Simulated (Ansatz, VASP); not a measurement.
## BAs in VASP and in Ansatz

```
B As
1.0
     0.00000    2.39644    2.39644
     2.39644    0.00000    2.39644
     2.39644    2.39644    0.00000
B As
1 1
Direct
  0.00000 0.00000 0.00000
  0.75000 0.75000 0.75000
```

Change from the starting cell: volume scaled by 1.01.

Alike in both runs: task single point; functional LDA; k mesh 13 × 13 × 13; occupations fermi-dirac, width 0.05 eV; no spin polarisation.

```csv
,VASP,Ansatz
version,VASP 6.6.1,Ansatz 0.2.0
potentials or method,"VASP PAW LDA potentials, release 64 (B, As), cutoff 520 eV","all-electron LAPW, scalar-relativistic"
```

|  | VASP | Ansatz | Ansatz less VASP |
| --- | --- | --- | --- |
| pressure (GPa) | -4.4 | -5.2 | -0.80 |

LDA's correlation is that of Perdew and Zunger in VASP and of Perdew and Wang (1992) in Ansatz. Ansatz ran all-electron here, and VASP with PAW potentials.
